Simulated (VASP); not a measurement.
BP, 2 atoms in the cell. Symmetry: F-43m, No. 216, cubic system. Conventional cell: a = 4.538 Å, b = 4.538 Å, c = 4.538 Å, α = 90.00°, β = 90.00°, γ = 90.00°. Within 2.6 Å of B (site symmetry -43m) lie 4 P at 1.97 Å. Within 2.6 Å of P (site symmetry -43m) lie 4 B at 1.97 Å. 

- Program: VASP 6.6.1
- Task: single point
- Functional: PBE
- Potentials or basis: VASP PAW PBE potentials, release 64 (B, P)
- Cutoff: 520 eV
- k mesh: 8 × 8 × 8
- Occupations: gaussian, width 0.05 eV
- Spin: no spin polarisation
- Dipole correction: no
- Further INCAR settings: ALGO = Normal; EDIFF = 1e-07; NBANDS = 11

Potentials or basis: VASP PAW PBE potentials, release 64 (B, P).

The run is started by

```console
$ cat potpaw_PBE.64/B/POTCAR potpaw_PBE.64/P/POTCAR > POTCAR
$ mpirun -np 1 vasp_std > vasp.out
```

Hardware: 1 thread of AMD EPYC 7R43 64-Core Processor (Zen 3) (shared host).

**Question.** How long does it take, and how much memory?

**Answer.** Wall time 15 s on 1 thread of AMD EPYC 7R43 64-Core Processor (Zen 3), with other jobs on the host, peak memory 0.1 GiB. Counts: scf iterations 14, k points 29.
